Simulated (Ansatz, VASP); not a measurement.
**One calculation of GaAs, two programs**

The input POSCAR:

```
GaAs
1.0
    0.0000000000      2.8514011200      2.8514011200
    2.8514011200      0.0000000000      2.8514011200
    2.8514011200      2.8514011200      0.0000000000
Ga As
1 1
Direct
    0.0000000000      0.0000000000      0.0000000000
    0.2500000000      0.2500000000      0.2500000000
```

INCAR.step1

```
SYSTEM = GaAs
ALGO = Normal
EDIFF = 1E-4
ENCUT = 520
GGA = PE
ISMEAR = -1
LASPH = .True.
LCHARG = .False.
LREAL = .False.
LWAVE = .True.
NELM = 60
PREC = Accurate
SIGMA = 0.02
```

File INCAR.step2:

```
SYSTEM = GaAs
ALGO = Normal
EDIFF = 1E-7
EDIFFG = -0.01
ENCUT = 520
IBRION = 2
ISIF = 2
ISMEAR = -1
ISTART = 1
LASPH = .True.
LCHARG = .False.
LMIXTAU = .True.
LREAL = .False.
LWAVE = .False.
METAGGA = R2SCAN
NELM = 60
NSW = 50
PREC = Accurate
SIGMA = 0.02
```

File KPOINTS:

```
k-points
0
Gamma
  8 8 8
  0 0 0
```

Input for Ansatz:

```yaml
crystal:
  lattice:
    - [0.0, 2.85140112, 2.85140112]
    - [2.85140112, 0.0, 2.85140112]
    - [2.85140112, 2.85140112, 0.0]
  atoms:
    - { symbol: Ga, position: [0.0, 0.0, 0.0] }
    - { symbol: As, position: [0.25, 0.25, 0.25] }
  symmetry: { tolerance: 0.0003 }
hamiltonian:
  xc: r2scan
  pseudopotentials: { kind: paw, azcp: { folder: soft_1 } }
basis:
  ecutwfc: 500
magnetization:
  spin_polarized: false
scf:
  occupations: { method: fermi_dirac, width: 0.02 }
kpoints:
  mp_grid: { grid: [8, 8, 8], shift: [0, 0, 0] }
  band_path:
    path:
      - [0.0, 0.0, 0.0]
      - [-0.5, -0.5, 0.0]
      - [-0.375, -0.375, 0.25]
      - [-0.375, 0.0, 0.375]
      - [0.0, 0.0, 0.0]
      - [0.0, 0.0, 0.5]
      - [-0.5, -0.25, 0.25]
      - [-0.5, -0.5, 0.0]
    npoints: 10
output:
  forces: true
  stress: true
  eigenvalues: true
  write_potential: true
  elf: true
  volumetric_format: npy
  dos: { e_range: [-12, 8], de: 0.05 }
relax:
  max_steps: 30
```

Alike in both runs: task relaxation of the atoms; functional r2SCAN; k mesh 8 × 8 × 8; occupations fermi-dirac, width 0.02 eV; no spin polarisation.

|  | VASP | Ansatz |
| --- | --- | --- |
| version | VASP 6.6.1 | Ansatz 0.2.0 |
| potentials or method | VASP PAW PBE potentials, release 64 (Ga_d, As), cutoff 520 eV | PAW plane waves |
| valence electrons in the cell | 18 | 28 |

Ansatz gave:

```
gap on the k mesh at the Fermi level, each at its own relaxed structure (eV) : 0.81
```

Estimate VASP's values.

gap on the k mesh at the Fermi level, each at its own relaxed structure (eV): 0.79.

VASP's potentials were made for PBE, not for r2SCAN. VASP's potentials hold 18 valence electrons a cell and Ansatz's 28, so a difference there can come from the potentials and not from the codes. Ansatz's warnings: stress scf threshold loose.

Noted on VASP's run: the relaxation stopped at its first step, so nothing moved.
